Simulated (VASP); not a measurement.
# KI (I4/mmm) in VASP: a series of runs, part 2 of 3

VASP 6.6.1. Earlier steps stand in the parts before.

## (3) Single point, PBE (uniaxial z strain +4.0%)

INCAR reads:

```
ALGO     = Normal         # electronic algorithm
EDIFF    = 1E-6           # SCF threshold, eV
ENCUT    = 520            # plane-wave cutoff, eV
GGA      = PE             # functional
ISIF     = 2              # what is computed and relaxed
ISMEAR   = -1             # smearing method
LASPH    = T              # aspherical terms in the spheres
LCHARG   = F              # write CHGCAR
LREAL    = F              # projectors in reciprocal space
LWAVE    = F              # write WAVECAR
NBANDS   = 15             # bands
NELM     = 100            # most SCF steps
PREC     = Accurate       # precision mode
SIGMA    = 0.02           # smearing width, eV
```

KPOINTS reads:

```
k-points
0
Gamma
  6 6 6
```

POSCAR reads:

```
KI
1.0
    0.0000000000      3.5442832400      3.6864089979
    3.5442832400      0.0000000000      3.6864089979
    3.5442832400      3.5442832400      0.0000000000
K I
1 1
Direct
    0.0000000000      0.0000000000      0.0000000000
    0.5000000000      0.5000000000      0.5000000000
```

Potentials or basis: VASP PAW PBE potentials, release 64 (K_sv, I).

Command:

```
> cat potpaw_PBE.64/K_sv/POTCAR potpaw_PBE.64/I/POTCAR > POTCAR
> mpirun -np 1 vasp_std > vasp.out
```

Wall time 16 s (1 thread of Intel Xeon 6975P-C (Granite Rapids), shared host); peak memory 0.25 GiB.

The run converged. Its results:

| Property | Result |
| --- | --- |
| Free energy | -5.5594 eV |
| Pressure | 0.1 GPa |
| Band gap on the k mesh | 3.85 eV |

Stress tensor (GPa, compression positive):
```
 0.32  0.00  0.00
 0.00  0.32  0.00
 0.00  0.00 -0.42
```

Levels at points of the mesh, in eV from the valence-band top:
```
           k point  band 6  band 7  band 8  band 9  band 10  band 11
(0.00, 0.00, 0.00)    0.00    0.00    0.00    3.85     6.36     6.59
(0.50, 0.00, 0.00)   -1.22   -0.31   -0.29    5.47     7.55     7.91
(0.50, 0.50, 0.00)   -0.94   -0.30   -0.30    5.03     5.65     7.98
(0.50, 0.00, 0.50)   -0.91   -0.38   -0.33    5.00     5.66     8.07
```

Caveat: the cell differs from its parent crystal (uniaxial z strain +4.0%); spin-orbit coupling is left out, which moves the levels of the heavy elements.

## (4) Single point, r2SCAN (uniaxial x strain -1.4%)

POSCAR reads:

```
KI
1.0
    0.0000000000      3.5442832400      3.5442832400
    3.4964354162      0.0000000000      3.5442832400
    3.4964354162      3.5442832400      0.0000000000
K I
1 1
Direct
    0.0000000000      0.0000000000      0.0000000000
    0.5000000000      0.5000000000      0.5000000000
```

INCAR.step1 reads:

```
PREC     = Accurate       # precision mode
ENCUT    = 520            # plane-wave cutoff, eV
ISMEAR   = 0              # smearing method
SIGMA    = 0.01           # smearing width, eV
LREAL    = False          # projectors in reciprocal space
LASPH    = True           # aspherical terms in the spheres
NELM     = 100            # most SCF steps
NBANDS   = 15             # bands
GGA      = PE             # functional
ALGO     = Normal         # electronic algorithm
EDIFF    = 1E-4           # SCF threshold, eV
LWAVE    = True           # write WAVECAR
LCHARG   = False          # write CHGCAR
```

INCAR.step2 reads:

```
PREC     = Accurate       # precision mode
ENCUT    = 520            # plane-wave cutoff, eV
EDIFF    = 1E-7           # SCF threshold, eV
ISMEAR   = 0              # smearing method
SIGMA    = 0.01           # smearing width, eV
LREAL    = False          # projectors in reciprocal space
LASPH    = True           # aspherical terms in the spheres
NELM     = 100            # most SCF steps
ALGO     = Normal         # electronic algorithm
ISIF     = 2              # what is computed and relaxed
LWAVE    = False          # write WAVECAR
LCHARG   = False          # write CHGCAR
METAGGA  = R2SCAN         # meta-GGA
LMIXTAU  = True         
NBANDS   = 15             # bands
ISTART   = 1
```

KPOINTS reads:

```
Automatic mesh
0
Gamma
  6 6 6
```

Potentials or basis: VASP PAW PBE potentials, release 64 (K_sv, I).

Command:

```
> cat potpaw_PBE.64/K_sv/POTCAR potpaw_PBE.64/I/POTCAR > POTCAR
> cp INCAR.step1 INCAR
> mpirun -np 1 vasp_std > vasp.out
> cp INCAR.step2 INCAR
> mpirun -np 1 vasp_std > vasp.out
```

OUTCAR:

```text
PREC = Accurate
   ENCUT = 520
   EDIFF = 1E-7
   ISMEAR = 0
   LREAL = False
   LASPH = True
   NELM = 100
   ISIF = 2
   METAGGA = R2SCAN
   ISTART = 1

 ion  position               nearest neighbor table
   1  0.000  0.000  0.000-   2 3.50   2 3.50   2 3.54   2 3.54   2 3.54   2 3.54
   2  0.500  0.500  0.500-   1 3.50   1 3.50   1 3.54   1 3.54   1 3.54   1 3.54

  LATTYP: Found a body centered tetragonal cell.
 ALAT       =     5.0123734269
 C/A-ratio  =     1.3951216793

  Lattice vectors:

 A1 = (  -3.4964354162,   0.0000000000,  -3.5442832400)
 A2 = (  -3.4964354162,   0.0000000000,   3.5442832400)
 A3 = (   3.4964354162,   3.5442832400,   0.0000000000)

Analysis of symmetry for initial positions (statically):
=====================================================================
 Subroutine PRICEL returns:
 Original cell was already a primitive cell.

 Routine SETGRP: Setting up the symmetry group for a
 body centered tetragonal supercell.

 Subroutine GETGRP returns: Found 16 space group operations
 (whereof 16 operations were pure point group operations)
 out of a pool of 16 trial point group operations.

The static configuration has the point symmetry D_4h.

Analysis of symmetry for dynamics (positions and initial velocities):
=====================================================================
 Subroutine PRICEL returns:
 Original cell was already a primitive cell.

 Routine SETGRP: Setting up the symmetry group for a
 body centered tetragonal supercell.

 Subroutine GETGRP returns: Found 16 space group operations
 (whereof 16 operations were pure point group operations)
 out of a pool of 16 trial point group operations.

The dynamic configuration has the point symmetry D_4h.

 Subroutine INISYM returns: Found 16 space group operations
 (whereof 16 operations are pure point group operations),
 and found     1 'primitive' translations

----------------------------------------------------------------------------------------

                                     Primitive cell

  volume of cell :      87.8440

  direct lattice vectors                    reciprocal lattice vectors
     0.000000000  3.544283240  3.544283240    -0.143002784  0.141072247  0.141072247
     3.496435416  0.000000000  3.544283240     0.143002784 -0.141072247  0.141072247
     3.496435416  3.544283240  0.000000000     0.143002784  0.141072247 -0.141072247

  length of vectors
     5.012373427  4.978654869  4.978654869     0.245463957  0.245463957  0.245463957

  position of ions in fractional coordinates (direct lattice)
     0.000000000  0.000000000  0.000000000
     0.500000000  0.500000000  0.500000000

  ion indices of the primitive-cell ions
   primitive index   ion index
                 1           1
                 2           2

----------------------------------------------------------------------------------------

 KPOINTS: Automatic mesh

Automatic generation of k-mesh.
 Grid dimensions read from file:
 generate k-points for:    6    6    6

 Generating k-lattice:

  Cartesian coordinates                     Fractional coordinates (reciprocal lattice)
    -0.023833797  0.023512041  0.023512041     0.166666667  0.000000000  0.000000000
     0.023833797 -0.023512041  0.023512041     0.000000000  0.166666667 -0.000000000
     0.023833797  0.023512041 -0.023512041     0.000000000 -0.000000000  0.166666667
[... 42 lines left out ...]
   dimension x,y,z NGX =    40 NGY =   40 NGZ =   40
   dimension x,y,z NGXF=    80 NGYF=   80 NGZF=   80
   ions per type =               1   1
   NGX,Y,Z   is equivalent  to a cutoff of  13.27, 13.36, 13.36 a.u.
   NGXF,Y,Z  is equivalent  to a cutoff of  26.53, 26.71, 26.71 a.u.
 SYSTEM =  unknown system
   PREC   = accura    normal or accurate (medium, high low for compatibility)
   ISTART =      1    job   : 0-new  1-cont  2-samecut
   ICHARG =      0    charge: 1-file 2-atom 10-const
   ISPIN  =      1    spin polarized calculation?
   LNONCOLLINEAR =      F non collinear calculations
   LSORBIT =      F    spin-orbit coupling
   LASPH  =      T    aspherical Exc in radial PAW
   ENCUT  =  520.0 eV  38.22 Ry    6.18 a.u.   9.32  9.26  9.26*2*pi/ulx,y,z
   NELM   =    100;   NELMIN=  2; NELMDL=  0     # of ELM steps
   EDIFF  = 0.1E-06   stopping-criterion for ELM
   LREAL  =      F    real-space projection
   EDIFFG = 0.1E-05   stopping-criterion for IOM
   NSW    =      0    number of steps for IOM
   IBRION =     -1    ionic relax: 0-MD 1-quasi-New 2-CG
   NFREE  =      0    steps in history (QN), initial steepest desc. (CG)
   ISIF   =      2    stress and relaxation
   ISYM   =      2    0-nonsym 1-usesym 2-fastsym
   POTIM  = 0.5000    time-step for ionic-motion
   TEBEG  =    0.0;   TEEND  =   0.0 temperature during run
   PSTRESS=    0.0 pullay stress
   NELECT =      16.0000    total number of electrons
   NUPDOWN=      -1.0000    fix difference up-down
   EMIN   =  10.00;   EMAX   =-10.00  energy-range for DOS
   EFERMI =   0.00;   METHOD = LEGACY
   ISMEAR =     0;   SIGMA  =   0.01  broadening in eV -4-tet -1-fermi 0-gaus
   EFERMI_NEDOS =   21; number of points for ismear=-14 and -15
   IALGO  =     38    algorithm
   IMIX   =      4    mixing-type and parameters
     AMIX     =   0.40;   BMIX     =  1.00
     AMIX_MAG =   1.60;   BMIX_MAG =  1.00
  volume/ion in A,a.u.               =      43.92       296.40
  Fermi-wavevector in a.u.,A,eV,Ry     =   0.927992  1.753650 11.716907  0.861168
  Thomas-Fermi vector in A             =   2.054120
   LORBIT       =      0    0 simple, 1 ext, 2 COOP (PROOUT), +10 PAW based schemes
   METAGGA = R2SCAN    functional components
   LHFCALC =     F    Hartree Fock is set to
   AEXX    =    0.0000 exact exchange contribution
   IVDW    =     0    specifies the selected vdW correction
   LEPSILON=     F    determine dielectric tensor
   LRPA    =     F    only Hartree local field effects (RPA)
 non-spin polarized calculation
 Gauss-broadening in eV      SIGMA  =   0.01
  energy-cutoff  :      520.00
  volume of cell :       87.84
 maximum number of plane-waves:      2385
 NGX is ok and might be reduce to    40
   NGX = 19   NGY = 19   NGZ = 19

 number of electron      15.9999999 magnetization

 Free energy of the ion-electron system (eV)
  ---------------------------------------------------
  ext. energy  EPLUGINS =         0.00000000
  ---------------------------------------------------
  free energy    TOTEN  =       -33.98233031 eV

  energy without entropy =      -33.98233031  energy(sigma->0) =      -33.98233031

 E-fermi :  -0.6908     XC(G=0):  -7.5335

 val. band max:       -0.7321992678   @ k =   0.0000   0.0000   0.0000
 cond. band min:       3.8821845918   @ k =   0.0000   0.0000   0.0000
 fundamental gap:      4.6143838595
 Fermi energy:        -0.6908381009

 k-point     1 :       0.0000    0.0000    0.0000
  band No.  band energies     occupation
      1     -30.3869      2.00000
      2     -13.1029      2.00000
      3     -13.1029      2.00000
      4     -13.1024      2.00000
      5     -11.5541      2.00000
      6      -0.7366      2.00000
      7      -0.7366      2.00000
      8      -0.7322      2.00000
      9       3.8822      0.00000
     10       6.2846      0.00000
     11       6.2846      0.00000
     12       6.3667      0.00000
     13       7.1355      0.00000
     14       7.1958      0.00000
[... 401 lines left out ...]
      2     -13.1928      2.00000
      3     -13.1265      2.00000
      4     -13.1173      2.00000
      5     -11.3104      2.00000
      6      -1.7170      2.00000
      7      -1.3873      2.00000
      8      -1.1916      2.00000
      9       6.0697      0.00000
     10       6.4345      0.00000
     11       7.0252      0.00000
     12       8.2770      0.00000
     13       8.8304      0.00000
     14       9.1855      0.00000
     15       9.8657      0.00000

 [... further k-points ...]

------------------------ aborting loop because EDIFF is reached ----------------------------------------

  FORCE on cell =-STRESS in cart. coord.  units (eV):
  Direction    XX          YY          ZZ          XY          YZ          ZX
  --------------------------------------------------------------------------------------
  -------------------------------------------------------------------------------------
  Total        0.2626068      0.0370393      0.0370393      0.0000000      0.0000000     -0.0000000
  in kB        4.7896545      0.6755546      0.6755546      0.0000000      0.0000000     -0.0000000
  external PRESSURE =       2.0469212 kB  Pullay stress =       0.0000000 kB

 VOLUME and BASIS-vectors are now :
 -----------------------------------------------------------------------------
  energy-cutoff  :      520.00
  volume of cell :       87.84
      direct lattice vectors                 reciprocal lattice vectors
     0.000000000  3.544283240  3.544283240    -0.143002784  0.141072247  0.141072247
     3.496435416  0.000000000  3.544283240     0.143002784 -0.141072247  0.141072247
     3.496435416  3.544283240  0.000000000     0.143002784  0.141072247 -0.141072247

 POSITION                                       TOTAL-FORCE (eV/Angst)
 -----------------------------------------------------------------------------------
      0.00000      0.00000      0.00000        -0.000000      0.000000      0.000000
      3.49644      3.54428      3.54428         0.000000     -0.000000      0.000000
 -----------------------------------------------------------------------------------
    total drift:                                0.000000     -0.000000     -0.000000

  FREE ENERGIE OF THE ION-ELECTRON SYSTEM (eV)
  ---------------------------------------------------
  free  energy   TOTEN  =       -33.9823303101 eV

  energy  without entropy=      -33.9823303101  energy(sigma->0) =      -33.98233031
```

It took 92 s on 1 thread of Intel Xeon 6975P-C (Granite Rapids), shared host; peak memory 0.27 GiB.

What came out:

* Free energy: -33.9823 eV
* Pressure: 0.2 GPa
* Band gap on the k mesh: 4.61 eV

Levels at points of the mesh, in eV from the valence-band top:
```csv
k point,band 6,band 7,band 8,band 9,band 10,band 11
"(0.00, 0.00, 0.00)",0.00,0.00,0.00,4.61,7.02,7.02
"(0.50, 0.00, 0.00)",-1.33,-0.34,-0.34,6.02,8.34,8.72
"(0.50, 0.50, 0.00)",-1.03,-0.38,-0.36,5.37,6.50,8.82
"(0.00, 0.50, 0.50)",-1.02,-0.39,-0.39,5.35,6.50,8.86
```

Caveat: the cell differs from its parent crystal (uniaxial x strain -1.4%); the PAW data sets were made with another functional, which shifts forces and pressure a little; spin-orbit coupling is left out, which moves the levels of the heavy elements.

(Part 2 of 3 ends here.)
